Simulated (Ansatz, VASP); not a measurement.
## Two plane-wave programs on Ge

```
Ge
1.0
     3.99864    0.00000    0.00000
    -1.99932    3.46292    0.00000
     0.00000    0.00000    6.59206
Ge
4
Direct
  0.66667 0.33333 0.06278
  0.33333 0.66667 0.56278
  0.66667 0.33333 0.43722
  0.33333 0.66667 0.93722
```

Alike in both runs: functional PBEsol; k mesh 12 × 12 × 6; occupations gaussian, width 0.01 eV; no spin polarisation.

Ansatz relaxed the structure, and its values are those at the end. VASP's run is a single point on that final structure, the one shown.

|  | VASP | Ansatz |
| --- | --- | --- |
| version | VASP 6.6.1 | Ansatz 0.2.0 |
| potentials or method | VASP PAW PBE potentials, release 64 (Ge_d), cutoff 520 eV | scalar-relativistic, plane waves, PAW |
| valence electrons in the cell | 56 | 56 |

```tsv
	VASP	Ansatz	Ansatz less VASP
gap on the k mesh at the Fermi level (eV)	none	none	-
pressure (GPa)	-0.1	0.0	+0.08
```

VASP's potentials were made for PBE, not for PBEsol. A gap of «none» marks a metal or a gap that the smearing closes.
